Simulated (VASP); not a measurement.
# Al in VASP: single point with PBEsol+D4

Aim: the single point of Al with PBEsol+D4.

All numbers are computed with VASP 6.6.1; they aren't measurements. Logs are shortened: lines on timing, memory, paths and dates and some standing lists are left out, and cuts for length are marked.

## 1. The cell of the first run

The cell holds a slab with vacuum, 9 atoms: a = 4.914 Å, b = 4.914 Å, c = 21.500 Å, α = 90.00°, β = 90.00°, γ = 120.00°.

## 2. Single point, PBEsol+D4

INCAR reads:

```
PREC = Accurate
ENCUT = 400
EDIFF = 1E-6
ISMEAR = 1
SIGMA = 0.1
LREAL = False
LASPH = True
NELM = 120
ALGO = Normal
ISIF = 2
LWAVE = False
LCHARG = False
LDIPOL = True
IDIPOL = 3
DIPOL = 0.5 0.5 0.433
GGA = PS
IVDW = 13
NBANDS = 24
GGA_COMPAT = False
NELMDL = -8
```

KPOINTS reads:

```
Automatic mesh
0
Gamma
  9 9 1
```

POSCAR reads:

```
Al
1.0
    4.9137361002      0.0000000000      0.0000000000
   -2.4568680501      4.2554202903      0.0000000000
    0.0000000000      0.0000000000     21.4996809387
Al
9
Direct
   -0.0000003333     -0.0000003333      0.3255862271
    0.3333333333      0.6666670000      0.3255862271
    0.6666670000      0.3333333333      0.3255862271
    0.3333333333      0.9994418388      0.4331356937
    0.6672248278      0.6672248278      0.4331356937
   -0.0005581612      0.3333333333      0.4331356937
    0.6666666667      1.0000000000      0.5407452503
    0.0000000000      0.6666666667      0.5407452503
    0.3333333333      0.3333333333      0.5404454534
```

Potentials or basis: VASP PAW PBE potentials, release 64 (Al).

Started as:

```
$ cat potpaw_PBE.64/Al/POTCAR > POTCAR
$ mpirun -np 1 vasp_std > vasp.out
```

OUTCAR:

```text
PREC = Accurate
   ENCUT = 400
   EDIFF = 1E-6
   ISMEAR = 1
   LREAL = False
   LASPH = True
   NELM = 120
   ISIF = 2
   GGA = PS
   IVDW = 13
   NELMDL = -8

 ion  position               nearest neighbor table
   1  1.000  1.000  0.326-   5 2.83   4 2.83   6 2.83   3 2.84   2 2.84   2 2.84   3 2.84   3 2.84
                             2 2.84
   2  0.333  0.667  0.326-   4 2.83   5 2.83   6 2.83   1 2.84   3 2.84   3 2.84   1 2.84   1 2.84
                             3 2.84
   3  0.667  0.333  0.326-   6 2.83   4 2.83   5 2.83   1 2.84   2 2.84   2 2.84   1 2.84   1 2.84
                             2 2.84
   4  0.333  0.999  0.433-   9 2.83   2 2.83   8 2.83   7 2.83   1 2.83   3 2.83   5 2.83   5 2.83
                             6 2.83   6 2.83   6 2.84   5 2.84
   5  0.667  0.667  0.433-   9 2.83   1 2.83   8 2.83   7 2.83   2 2.83   3 2.83   4 2.83   4 2.83
                             6 2.83   6 2.83   6 2.84   4 2.84
   6  0.999  0.333  0.433-   9 2.83   3 2.83   7 2.83   8 2.83   1 2.83   2 2.83   5 2.83   4 2.83
                             5 2.83   4 2.83   4 2.84   5 2.84
   7  0.667  0.000  0.541-   6 2.83   5 2.83   4 2.83   8 2.84   8 2.84   8 2.84   9 2.84   9 2.84
                             9 2.84
   8  0.000  0.667  0.541-   4 2.83   5 2.83   6 2.83   7 2.84   7 2.84   7 2.84   9 2.84   9 2.84
                             9 2.84
   9  0.333  0.333  0.540-   6 2.83   4 2.83   5 2.83   7 2.84   8 2.84   8 2.84   8 2.84   7 2.84
                             7 2.84

  LATTYP: Found a hexagonal cell.
 ALAT       =     4.9137361002
 C/A-ratio  =     4.3754244225

  Lattice vectors:

 A1 = (   4.9137361002,   0.0000000000,   0.0000000000)
 A2 = (  -2.4568680501,   4.2554202903,   0.0000000000)
 A3 = (   0.0000000000,   0.0000000000,  21.4996809387)

Analysis of symmetry for initial positions (statically):
=====================================================================
 Subroutine PRICEL returns:
 Original cell was already a primitive cell.

 Routine SETGRP: Setting up the symmetry group for a
 hexagonal supercell.

 Subroutine GETGRP returns: Found  6 space group operations
 (whereof  2 operations were pure point group operations)
 out of a pool of 24 trial point group operations.

The static configuration has the point symmetry C_1h.
 The point group associated with its full space group is C_3v.

Analysis of symmetry for dynamics (positions and initial velocities):
=====================================================================
 Subroutine PRICEL returns:
 Original cell was already a primitive cell.

 Routine SETGRP: Setting up the symmetry group for a
 hexagonal supercell.

 Subroutine GETGRP returns: Found  6 space group operations
 (whereof  2 operations were pure point group operations)
 out of a pool of 24 trial point group operations.

The dynamic configuration has the point symmetry C_1h.
 The point group associated with its full space group is C_3v.

 Subroutine INISYM returns: Found  6 space group operations
 (whereof  2 operations are pure point group operations),
 and found     1 'primitive' translations

----------------------------------------------------------------------------------------

                                     Primitive cell

  volume of cell :     449.5586

  direct lattice vectors                    reciprocal lattice vectors
     4.913736100  0.000000000  0.000000000     0.203511133  0.117497207  0.000000000
    -2.456868050  4.255420290  0.000000000     0.000000000  0.234994415  0.000000000
     0.000000000  0.000000000 21.499680939     0.000000000  0.000000000  0.046512318

  length of vectors
     4.913736100  4.913736100 21.499680939     0.234994415  0.234994415  0.046512318

  position of ions in fractional coordinates (direct lattice)
     0.999999667  0.999999667  0.325586227
     0.333333333  0.666667000  0.325586227
     0.666667000  0.333333333  0.325586227
     0.333333333  0.999441839  0.433135694
     0.667224828  0.667224828  0.433135694
     0.999441839  0.333333333  0.433135694
     0.666666667  0.000000000  0.540745250
     1.000000000  0.666666667  0.540745250
     0.333333333  0.333333333  0.540445453

  ion indices of the primitive-cell ions
   primitive index   ion index
                 1           1
                 2           2
                 3           3
                 4           4
                 5           5
                 6           6
                 7           7
                 8           8
                 9           9

----------------------------------------------------------------------------------------

 KPOINTS: Automatic mesh

Automatic generation of k-mesh.
 Grid dimensions read from file:
 generate k-points for:    9    9    1

 Generating k-lattice:

  Cartesian coordinates                     Fractional coordinates (reciprocal lattice)
     0.022612348  0.013055245  0.000000000     0.111111111 -0.000000000  0.000000000
     0.000000000  0.026110491  0.000000000     0.000000000  0.111111111  0.000000000
     0.000000000  0.000000000  0.046512318     0.000000000  0.000000000  1.000000000

  Length of vectors
     0.026110491  0.026110491  0.046512318

  Shift w.r.t. Gamma in fractional coordinates (k-lattice)
     0.000000000  0.000000000  0.000000000

 Subroutine IBZKPT returns following result:
 ===========================================

 Found     12 irreducible k-points:

 Following reciprocal coordinates:
            Coordinates               Weight
  0.000000  0.000000  0.000000      1.000000
  0.111111 -0.000000  0.000000      6.000000
  0.222222 -0.000000  0.000000      6.000000
  0.333333 -0.000000  0.000000      6.000000
  0.444444 -0.000000  0.000000      6.000000
  0.111111  0.111111  0.000000      6.000000
  0.222222  0.111111  0.000000     12.000000
  0.333333  0.111111  0.000000     12.000000
  0.444444  0.111111  0.000000      6.000000
  0.222222  0.222222  0.000000      6.000000
  0.333333  0.222222  0.000000     12.000000
  0.333333  0.333333  0.000000      2.000000
   k-points           NKPTS =     12   k-points in BZ     NKDIM =     12   number of bands    NBANDS=     24
   number of dos      NEDOS =    301   number of ions     NIONS =      9
   total plane-waves  NPLWV = 143360
   dimension x,y,z NGX =    32 NGY =   32 NGZ =  140
   dimension x,y,z NGXF=    64 NGYF=   64 NGZF=  280
   ions per type =               9
   NGX,Y,Z   is equivalent  to a cutoff of  10.83, 10.83, 10.83 a.u.
   NGXF,Y,Z  is equivalent  to a cutoff of  21.65, 21.65, 21.65 a.u.
 SYSTEM =  unknown system
   PREC   = accura    normal or accurate (medium, high low for compatibility)
   ISTART =      0    job   : 0-new  1-cont  2-samecut
   ICHARG =      2    charge: 1-file 2-atom 10-const
   ISPIN  =      1    spin polarized calculation?
   LNONCOLLINEAR =      F non collinear calculations
   LSORBIT =      F    spin-orbit coupling
   LASPH  =      T    aspherical Exc in radial PAW
   ENCUT  =  400.0 eV  29.40 Ry    5.42 a.u.   8.01  8.01 35.06*2*pi/ulx,y,z
   NELM   =    120;   NELMIN=  2; NELMDL= -8     # of ELM steps
   EDIFF  = 0.1E-05   stopping-criterion for ELM
   LREAL  =      F    real-space projection
   EDIFFG = 0.1E-04   stopping-criterion for IOM
   NSW    =      0    number of steps for IOM
   IBRION =     -1    ionic relax: 0-MD 1-quasi-New 2-CG
   NFREE  =      0    steps in history (QN), initial steepest desc. (CG)
   ISIF   =      2    stress and relaxation
   ISYM   =      2    0-nonsym 1-usesym 2-fastsym
   POTIM  = 0.5000    time-step for ionic-motion
   TEBEG  =    0.0;   TEEND  =   0.0 temperature during run
   PSTRESS=    0.0 pullay stress
   NELECT =      27.0000    total number of electrons
   NUPDOWN=      -1.0000    fix difference up-down
   EMIN   =  10.00;   EMAX   =-10.00  energy-range for DOS
   EFERMI =   0.00;   METHOD = LEGACY
   ISMEAR =     1;   SIGMA  =   0.10  broadening in eV -4-tet -1-fermi 0-gaus
   EFERMI_NEDOS =   21; number of points for ismear=-14 and -15
   IALGO  =     38    algorithm
   IMIX   =      4    mixing-type and parameters
     AMIX     =   0.40;   BMIX     =  1.00
     AMIX_MAG =   1.60;   BMIX_MAG =  1.00
  volume/ion in A,a.u.               =      49.95       337.09
  Fermi-wavevector in a.u.,A,eV,Ry     =   0.641112  1.211526  5.592331  0.411025
  Thomas-Fermi vector in A             =   1.707343
   LORBIT       =      0    0 simple, 1 ext, 2 COOP (PROOUT), +10 PAW based schemes
   GGA     = PS    functional components
   LHFCALC =     F    Hartree Fock is set to
   AEXX    =    0.0000 exact exchange contribution
   IVDW    =    13    specifies the selected vdW correction
   LEPSILON=     F    determine dielectric tensor
   LRPA    =     F    only Hartree local field effects (RPA)
 non-spin polarized calculation
 Methfessel and Paxton  Order N= 1 SIGMA  =   0.10
  energy-cutoff  :      400.00
  volume of cell :      449.56
 maximum number of plane-waves:      8208
   NGX = 17   NGY = 17   NGZ = 71

 dipolmoment           0.000000      0.000000     -0.000016 electrons x Angstroem

 number of electron      27.0000000 magnetization

 dipolmoment           0.000000      0.000000      0.000039 electrons x Angstroem

 Free energy of the ion-electron system (eV)
  ---------------------------------------------------
  ext. energy  EPLUGINS =         0.00000000
  ---------------------------------------------------
  free energy    TOTEN  =       -34.30223242 eV

  energy without entropy =      -34.29869371  energy(sigma->0) =      -34.30105285

 E-fermi :   0.0705     XC(G=0):  -4.1648

 val. band max:        0.0697612110   @ k =   0.3333  -0.0000   0.0000
 cond. band min:       0.1004874892   @ k =   0.2222   0.2222   0.0000
 fundamental gap:      0.0307262782
 Fermi energy:         0.0705212982

 k-point     1 :       0.0000    0.0000    0.0000
  band No.  band energies     occupation
      1     -10.6618      2.00000
      2      -8.9476      2.00000
      3      -6.2593      2.00000
      4      -3.1462      2.00000
      5      -2.8139      2.00000
      6      -2.8068      2.00000
[... 16 lines left out ...]
     23       2.0400     -0.00000
     24       2.9805      0.00000

 k-point     2 :       0.1111   -0.0000    0.0000
  band No.  band energies     occupation
      1     -10.5613      2.00000
      2      -8.8479      2.00000
      3      -6.1598      2.00000
      4      -4.3791      2.00000
      5      -3.5617      2.00000
      6      -3.4872      2.00000
[... 16 lines left out ...]
     23       3.0059      0.00000
     24       3.0774      0.00000

 k-point     3 :       0.2222   -0.0000    0.0000
  band No.  band energies     occupation
      1     -10.2601      2.00000
      2      -8.5491      2.00000
      3      -5.8622      2.00000
      4      -5.8222      2.00000
      5      -4.1608      2.00000
      6      -4.1300      2.00000
[... 16 lines left out ...]
     23       3.2823      0.00000
     24       3.3639      0.00000
[... 190 lines left out ...]
 k-point    11 :       0.3333    0.2222    0.0000
  band No.  band energies     occupation
      1      -8.7641      2.00000
      2      -7.8745      2.00000
      3      -7.0658      2.00000
      4      -6.9909      2.00000
      5      -6.1849      2.00000
      6      -5.3124      2.00000
[... 16 lines left out ...]
     23       4.0540      0.00000
     24       4.8434      0.00000

 k-point    12 :       0.3333    0.3333    0.0000
  band No.  band energies     occupation
      1      -7.9755      2.00000
      2      -7.9755      2.00000
      3      -7.9682      2.00000
      4      -6.2835      2.00000
      5      -6.2835      2.00000
      6      -6.2806      2.00000
[... 16 lines left out ...]
     23       4.0370      0.00000
     24       4.0402      0.00000

------------------------ aborting loop because EDIFF is reached ----------------------------------------

 vacuum level on the upper side and lower side of the slab       (xc-potential included)        -0.110        -0.116

  DFT-D4 for vdW energy calculation

  Edisp (eV):   -1.18596

  FORCE on cell =-STRESS in cart. coord.  units (eV):
  Direction    XX          YY          ZZ          XY          YZ          ZX
  --------------------------------------------------------------------------------------
  -------------------------------------------------------------------------------------
  Total      -4.05710    -4.05710    -0.25580     0.00000     0.00000     0.00000
  in kB     -14.45907   -14.45907    -0.91164     0.00000     0.00000     0.00000
  external pressure =       -9.94 kB  Pullay stress =        0.00 kB

 VOLUME and BASIS-vectors are now :
 -----------------------------------------------------------------------------
  energy-cutoff  :      400.00
  volume of cell :      449.56
      direct lattice vectors                 reciprocal lattice vectors
     4.913736100  0.000000000  0.000000000     0.203511133  0.117497207  0.000000000
    -2.456868050  4.255420290  0.000000000     0.000000000  0.234994415  0.000000000
     0.000000000  0.000000000 21.499680939     0.000000000  0.000000000  0.046512318

 POSITION                                       TOTAL-FORCE (eV/Angst)
 -----------------------------------------------------------------------------------
      2.45687      4.25542      7.00000         0.001115      0.001931      0.017522
     -0.00000      2.83695      7.00000         0.001115     -0.001931      0.017522
      2.45687      1.41847      7.00000        -0.002230     -0.000000      0.017522
     -0.81758      4.25305      9.31228        -0.007062      0.012232     -0.002601
      1.63928      2.83932      9.31228        -0.007062     -0.012232     -0.002601
      4.09204      1.41847      9.31228         0.014125     -0.000000     -0.002601
      3.27582      0.00000     11.62585        -0.000000     -0.000000     -0.019572
     -1.63791      2.83695     11.62585        -0.000000     -0.000000     -0.019572
      0.81896      1.41847     11.61940        -0.000000     -0.000000     -0.005620
 -----------------------------------------------------------------------------------
    total drift:                                0.000001      0.000001     -0.000047

  FREE ENERGIE OF THE ION-ELECTRON SYSTEM (eV)
  ---------------------------------------------------
  free  energy   TOTEN  =       -35.4881922884 eV

  energy  without entropy=      -35.4846535761  energy(sigma->0) =      -35.48701272

 vacuum level on the upper side and lower side of the slab         3.905         3.901
```

Run time: 4.2 min. Hardware: 1 thread of Intel Xeon 8259CL, shared host; peak memory 0.38 GiB.

Results:

| Item | Value |
| --- | --- |
| Free energy | -35.4882 eV |
| Largest force | 0.020 eV/Å |
| Band gap on the k mesh | zero (an odd number of electrons rules out a gap without spin polarisation) |
| Dispersion energy per atom | -0.132 eV |

Forces in eV/Å, atoms in the order of the input:
```
Al   0.001  0.002  0.018
Al   0.001 -0.002  0.018
Al  -0.002  0.000  0.018
Al  -0.007  0.012 -0.003
Al  -0.007 -0.012 -0.003
Al   0.014  0.000 -0.003
Al   0.000  0.000 -0.020
Al   0.000  0.000 -0.020
Al   0.000  0.000 -0.006
```

Levels at points of the mesh, in eV from the Fermi level:
```
           k point  band 12  band 13  band 14  band 15  band 16  band 17
(0.00, 0.00, 0.00)    -1.73    -0.93    -0.92    -0.92    -0.92     0.33
```

Caveat: the PAW data sets were made with another functional, which shifts forces and pressure a little.

The gap in the log of VASP goes by the Fermi energy; the results here count the filled bands.